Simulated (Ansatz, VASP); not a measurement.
One calculation of Rb, two programs

```xyz
1
Lattice="-2.8211 2.8211 2.8211 2.8211 -2.8211 2.8211 2.8211 2.8211 -2.8211" Properties=species:S:1:pos:R:3 pbc="T T T"
Rb    0.0000    0.0000    0.0000
```

Alike in both runs: task single point; functional PBE; k mesh 7 × 7 × 7; occupations fermi-dirac, width 0.05 eV; no spin polarisation.

|  | VASP | Ansatz |
| --- | --- | --- |
| version | VASP 6.6.1 | Ansatz 0.2.0 |
| potentials or method | VASP PAW PBE potentials, release 64 (Rb_sv) | Ansatz PAW |
| plane-wave cutoff (eV) | 520 | 420 |
| valence electrons in the cell | 9 | 9 |

|  | VASP | Ansatz | Ansatz less VASP |
| --- | --- | --- | --- |
| gap on the k mesh at the Fermi level (eV) | none | none | - |
| pressure (GPa) | 0.0 | 0.0 | 0.00 |

A gap of «none» marks a metal or a gap that the smearing closes. With one functional, cell and mesh, what is left measures potentials, basis and numerics.
